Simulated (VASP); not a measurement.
# PbSe (C2) in VASP: single point with PBE

Aim: the single point of PbSe with PBE.

Program: VASP 6.6.1. These are calculated values, not measurements. Logs are shortened: lines on timing, memory, paths and dates and some standing lists are left out, and cuts for length are marked.

## (1) The cell of the first run

It takes space group C2 (No. 5, monoclinic). The conventional cell has a = 5.443 Å, b = 5.408 Å, c = 3.893 Å, α = 90.00°, β = 90.74°, γ = 90.00°. Within 3.9 Å of Pb (site symmetry 2) lie 8 Se at 2.94 to 3.75 Å and 6 Pb at 3.84 to 3.89 Å. Within 3.9 Å of Se (site symmetry 2) lie 8 Pb at 2.94 to 3.75 Å and 6 Se at 3.84 to 3.89 Å.

## (2) Single point, PBE (strained and its atoms moved)

INCAR reads:

```
SYSTEM = PbSe
  PREC = Accurate
  ENCUT = 500
  EDIFF = 1E-6
  ISMEAR = 0
  SIGMA = 0.1
  LREAL = .False.
  LASPH = .True.
  NELM = 120
  ALGO = Normal
  ISIF = 2
  LWAVE = .False.
  LCHARG = .True.
  GGA = PE
  LELF = .True.
  LVHAR = .True.
  NBANDS = 17
  GGA_COMPAT = .False.
```

KPOINTS reads:

```
Automatic mesh
0
Gamma
  10 10 10
  0 0 0
```

POSCAR reads:

```
PbSe
1.0
    3.8363942707      0.0122233601      0.0175970973
    0.0122233601      3.8363942707      0.0175970973
    0.0175970973      0.0175970973      3.8931591007
Pb Se
1 1
Direct
   -0.0467129106      0.0467129106      0.0000000000
    0.5467129106      0.4532870894      0.5000000000
```

Potentials or basis: VASP PAW PBE potentials, release 64 (Pb_d, Se).

Started as:

```console
$ cat potpaw_PBE.64/Pb_d/POTCAR potpaw_PBE.64/Se/POTCAR > POTCAR
$ mpirun -np 1 vasp_std > vasp.out
```

OUTCAR:

```text
SYSTEM = PbSe
   PREC = Accurate
   ENCUT = 500
   EDIFF = 1E-6
   ISMEAR = 0
   LREAL = .False.
   LASPH = .True.
   NELM = 120
   ISIF = 2
   GGA = PE

 ion  position               nearest neighbor table
   1  0.953  0.047  0.000-   2 2.94   2 2.94   2 3.36   2 3.36   2 3.40   2 3.40
   2  0.547  0.453  0.500-   1 2.94   1 2.94   1 3.36   1 3.36   1 3.40   1 3.40

  LATTYP: Found a base centered monoclinic cell.
 ALAT       =     5.4428810356
 B/A-ratio  =     0.9936271492
 C/A-ratio  =     0.7152900483
 COS(beta)  =    -0.0128579522

  Lattice vectors:

 A1 = (  -3.8363942707,  -0.0122233601,  -0.0175970973)
 A2 = (  -0.0122233601,  -3.8363942707,  -0.0175970973)
 A3 = (   0.0175970973,   0.0175970973,   3.8931591007)

Analysis of symmetry for initial positions (statically):
=====================================================================
 Subroutine PRICEL returns:
 Original cell was already a primitive cell.

 Routine SETGRP: Setting up the symmetry group for a
 base centered monoclinic supercell.

 Subroutine GETGRP returns: Found  2 space group operations
 (whereof  2 operations were pure point group operations)
 out of a pool of  4 trial point group operations.

The static configuration has the point symmetry C_2 .

Analysis of symmetry for dynamics (positions and initial velocities):
=====================================================================
 Subroutine PRICEL returns:
 Original cell was already a primitive cell.

 Routine SETGRP: Setting up the symmetry group for a
 base centered monoclinic supercell.

 Subroutine GETGRP returns: Found  2 space group operations
 (whereof  2 operations were pure point group operations)
 out of a pool of  4 trial point group operations.

The dynamic configuration has the point symmetry C_2 .

 Subroutine INISYM returns: Found  2 space group operations
 (whereof  2 operations are pure point group operations),
 and found     1 'primitive' translations

----------------------------------------------------------------------------------------

                                     Primitive cell

  volume of cell :      57.2963

  direct lattice vectors                    reciprocal lattice vectors
     3.836394271  0.012223360  0.017597097     0.260669442 -0.000825147 -0.001174497
     0.012223360  3.836394271  0.017597097    -0.000825147  0.260669442 -0.001174497
     0.017597097  0.017597097  3.893159101    -0.001174497 -0.001174497  0.256871427

  length of vectors
     3.836454101  3.836454101  3.893238639     0.260673394  0.260673394  0.256876798

  position of ions in fractional coordinates (direct lattice)
     0.953287089  0.046712911  0.000000000
     0.546712911  0.453287089  0.500000000

  ion indices of the primitive-cell ions
   primitive index   ion index
                 1           1
                 2           2

----------------------------------------------------------------------------------------

 KPOINTS: Automatic mesh

Automatic generation of k-mesh.
 Grid dimensions read from file:
 generate k-points for:   10   10   10

 Generating k-lattice:

  Cartesian coordinates                     Fractional coordinates (reciprocal lattice)
     0.026066944 -0.000082515 -0.000117450     0.100000000 -0.000000000  0.000000000
    -0.000082515  0.026066944 -0.000117450    -0.000000000  0.100000000  0.000000000
    -0.000117450 -0.000117450  0.025687143     0.000000000  0.000000000  0.100000000

  Length of vectors
     0.026067339  0.026067339  0.025687680

  Shift w.r.t. Gamma in fractional coordinates (k-lattice)
     0.000000000  0.000000000  0.000000000

 Subroutine IBZKPT returns following result:
 ===========================================

 Found    282 irreducible k-points:

 Following reciprocal coordinates:
            Coordinates               Weight
  0.000000  0.000000  0.000000      1.000000
  0.100000 -0.000000 -0.000000      4.000000
  0.200000 -0.000000 -0.000000      4.000000
  0.300000 -0.000000  0.000000      4.000000
  0.400000  0.000000 -0.000000      4.000000
  0.500000 -0.000000 -0.000000      2.000000
[... 16 lines left out ...]
  0.300000  0.300000  0.000000      2.000000
  0.400000  0.300000  0.000000      4.000000
 [... further k-points ...]
   k-points           NKPTS =    282   k-points in BZ     NKDIM =    282   number of bands    NBANDS=     17
   number of dos      NEDOS =    301   number of ions     NIONS =      2
   total plane-waves  NPLWV =  21952
   dimension x,y,z NGX =    28 NGY =   28 NGZ =   28
   dimension x,y,z NGXF=    56 NGYF=   56 NGZF=   56
   ions per type =               1   1
   NGX,Y,Z   is equivalent  to a cutoff of  12.13, 12.13, 11.96 a.u.
   NGXF,Y,Z  is equivalent  to a cutoff of  24.27, 24.27, 23.91 a.u.
 SYSTEM =  PbSe
   PREC   = accura    normal or accurate (medium, high low for compatibility)
   ISTART =      0    job   : 0-new  1-cont  2-samecut
   ICHARG =      2    charge: 1-file 2-atom 10-const
   ISPIN  =      1    spin polarized calculation?
   LNONCOLLINEAR =      F non collinear calculations
   LSORBIT =      F    spin-orbit coupling
   LASPH  =      T    aspherical Exc in radial PAW
   ENCUT  =  500.0 eV  36.75 Ry    6.06 a.u.   6.99  6.99  7.10*2*pi/ulx,y,z
   NELM   =    120;   NELMIN=  2; NELMDL= -5     # of ELM steps
   EDIFF  = 0.1E-05   stopping-criterion for ELM
   LREAL  =      F    real-space projection
   EDIFFG = 0.1E-04   stopping-criterion for IOM
   NSW    =      0    number of steps for IOM
   IBRION =     -1    ionic relax: 0-MD 1-quasi-New 2-CG
   NFREE  =      0    steps in history (QN), initial steepest desc. (CG)
   ISIF   =      2    stress and relaxation
   ISYM   =      2    0-nonsym 1-usesym 2-fastsym
   POTIM  = 0.5000    time-step for ionic-motion
   TEBEG  =    0.0;   TEEND  =   0.0 temperature during run
   PSTRESS=    0.0 pullay stress
   NELECT =      20.0000    total number of electrons
   NUPDOWN=      -1.0000    fix difference up-down
   EMIN   =  10.00;   EMAX   =-10.00  energy-range for DOS
   EFERMI =   0.00;   METHOD = LEGACY
   ISMEAR =     0;   SIGMA  =   0.10  broadening in eV -4-tet -1-fermi 0-gaus
   EFERMI_NEDOS =   21; number of points for ismear=-14 and -15
   IALGO  =     38    algorithm
   IMIX   =      4    mixing-type and parameters
     AMIX     =   0.40;   BMIX     =  1.00
     AMIX_MAG =   1.60;   BMIX_MAG =  1.00
  volume/ion in A,a.u.               =      28.65       193.33
  Fermi-wavevector in a.u.,A,eV,Ry     =   1.152682  2.178253 18.077723  1.328675
  Thomas-Fermi vector in A             =   2.289331
   LORBIT       =      0    0 simple, 1 ext, 2 COOP (PROOUT), +10 PAW based schemes
   GGA     = PE    functional components
   LHFCALC =     F    Hartree Fock is set to
   AEXX    =    0.0000 exact exchange contribution
   IVDW    =     0    specifies the selected vdW correction
   LEPSILON=     F    determine dielectric tensor
   LRPA    =     F    only Hartree local field effects (RPA)
 non-spin polarized calculation
 Gauss-broadening in eV      SIGMA  =   0.10
  energy-cutoff  :      500.00
  volume of cell :       57.30
 maximum number of plane-waves:      1468
   NGX = 13   NGY = 13   NGZ = 15

 number of electron      20.0000002 magnetization

 Free energy of the ion-electron system (eV)
  ---------------------------------------------------
  ext. energy  EPLUGINS =         0.00000000
  ---------------------------------------------------
  free energy    TOTEN  =        -7.77871606 eV

  energy without entropy =       -7.77677579  energy(sigma->0) =       -7.77774593

 E-fermi :   4.7612     XC(G=0):  -9.6267

 val. band max:        4.7486756298   @ k =   0.2000   0.2000   0.1000
 cond. band min:       4.7653523996   @ k =  -0.2000  -0.2000   0.1000
 fundamental gap:      0.0166767697
 Fermi energy:         4.7612164136

 k-point     1 :       0.0000    0.0000    0.0000
  band No.  band energies     occupation
      1     -12.1010      2.00000
      2     -12.0744      2.00000
      3     -11.9696      2.00000
      4     -11.9664      2.00000
      5     -11.9437      2.00000
      6      -8.3123      2.00000
[... 9 lines left out ...]
     16      14.9476      0.00000
     17      16.7177      0.00000

 k-point     2 :       0.1000   -0.0000   -0.0000
  band No.  band energies     occupation
      1     -12.0942      2.00000
      2     -12.0717      2.00000
      3     -11.9723      2.00000
      4     -11.9686      2.00000
      5     -11.9453      2.00000
      6      -8.2480      2.00000
[... 9 lines left out ...]
     16      15.6247      0.00000
     17      16.4310      0.00000

 k-point     3 :       0.2000   -0.0000   -0.0000
  band No.  band energies     occupation
      1     -12.0842      2.00000
      2     -12.0577      2.00000
      3     -11.9792      2.00000
      4     -11.9750      2.00000
      5     -11.9478      2.00000
      6      -8.0665      2.00000
[... 9 lines left out ...]
     16      15.5694      0.00000
     17      16.3018      0.00000

 k-point     4 :       0.3000   -0.0000    0.0000
  band No.  band energies     occupation
      1     -12.0807      2.00000
      2     -12.0351      2.00000
      3     -11.9859      2.00000
      4     -11.9829      2.00000
      5     -11.9489      2.00000
      6      -7.8077      2.00000
[... 9 lines left out ...]
     16      14.3991      0.00000
     17      16.5397      0.00000
[... 343 lines left out ...]
      1     -12.0643      2.00000
      2     -12.0456      2.00000
      3     -11.9895      2.00000
      4     -11.9780      2.00000
      5     -11.9565      2.00000
      6      -7.8287      2.00000
[... 9 lines left out ...]
     16      14.2592      0.00000
     17      15.0051      0.00000

 k-point    23 :       0.3000    0.3000    0.0000
  band No.  band energies     occupation
      1     -12.0684      2.00000
      2     -12.0048      2.00000
      3     -11.9930      2.00000
      4     -11.9890      2.00000
      5     -11.9642      2.00000
      6      -7.3709      2.00000
[... 9 lines left out ...]
     16      14.1631      0.00000
     17      15.4153      0.00000

 k-point    24 :       0.4000    0.3000    0.0000
  band No.  band energies     occupation
      1     -12.0769      2.00000
      2     -12.0054      2.00000
      3     -11.9935      2.00000
      4     -11.9705      2.00000
      5     -11.9668      2.00000
      6      -7.1651      2.00000
[... 9 lines left out ...]
     16      14.1768      0.00000
     17      15.9315      0.00000

 [... further k-points ...]

------------------------ aborting loop because EDIFF is reached ----------------------------------------

  FORCE on cell =-STRESS in cart. coord.  units (eV):
  Direction    XX          YY          ZZ          XY          YZ          ZX
  --------------------------------------------------------------------------------------
  -------------------------------------------------------------------------------------
  Total        0.3194662      0.3194662     -0.4536732     -0.3715281      0.0072032      0.0072032
  in kB        8.9332457      8.9332457    -12.6860803    -10.3890531      0.2014245      0.2014245
  external PRESSURE =       1.7268037 kB  Pullay stress =       0.0000000 kB

 VOLUME and BASIS-vectors are now :
 -----------------------------------------------------------------------------
  energy-cutoff  :      500.00
  volume of cell :       57.30
      direct lattice vectors                 reciprocal lattice vectors
     3.836394271  0.012223360  0.017597097     0.260669442 -0.000825147 -0.001174497
     0.012223360  3.836394271  0.017597097    -0.000825147  0.260669442 -0.001174497
     0.017597097  0.017597097  3.893159101    -0.001174497 -0.001174497  0.256871427

 POSITION                                       TOTAL-FORCE (eV/Angst)
 -----------------------------------------------------------------------------------
      3.65776      0.19086      0.01760        -0.027878      0.027878     -0.000000
      2.11175      1.75447      1.96418         0.027878     -0.027878      0.000000
 -----------------------------------------------------------------------------------
    total drift:                                0.000561     -0.000561      0.000000

  FREE ENERGIE OF THE ION-ELECTRON SYSTEM (eV)
  ---------------------------------------------------
  free  energy   TOTEN  =        -7.7787160609 eV

  energy  without entropy=       -7.7767757916  energy(sigma->0) =       -7.77774593
```

Wall time 2.3 min (1 thread of Intel Xeon Platinum 8259CL at 2.50GHz (Skylake/Cascade Lake), shared host); peak memory 0.36 GiB.

Results:

```
Free energy            : -7.7787 eV
Pressure               : 0.2 GPa
Largest force          : 0.039 eV/Å
Band gap on the k mesh : zero (band 10 reaches 4.78 eV, above the bottom of band 11 at 4.26 eV)
```

Forces in eV/Å, atoms in the order of the input:
```
Pb  -0.028  0.028  0.000
Se   0.028 -0.028  0.000
```

Levels at points of the mesh, in eV from the Fermi level:
```csv
k point,band 6,band 7,band 8,band 9,band 10,band 11,band 12,band 13,band 14,band 15
"(0.00, 0.00, 0.00)",-13.07,-6.97,-1.73,-1.35,-1.08,3.61,4.33,5.92,6.99,7.46
"(0.50, 0.00, 0.00)",-12.21,-8.47,-0.98,-0.70,-0.40,0.69,3.50,3.89,6.59,8.21
"(0.50, 0.50, 0.00)",-11.61,-7.55,-4.02,-3.40,-0.29,3.39,3.80,4.47,6.75,8.51
"(0.00, 0.00, 0.50)",-12.08,-8.91,-0.84,-0.37,-0.25,1.02,3.51,3.62,6.70,7.88
"(0.50, 0.00, 0.50)",-11.54,-7.64,-4.01,-3.93,-0.03,3.83,4.24,4.85,6.90,8.63
"(0.50, 0.50, 0.50)",-11.27,-6.62,-2.81,-2.81,-2.18,-0.50,0.56,0.64,12.32,12.62
```

Caveat: the cell differs from its parent crystal (strained and its atoms moved); spin-orbit coupling is left out, which moves the levels of the heavy elements.
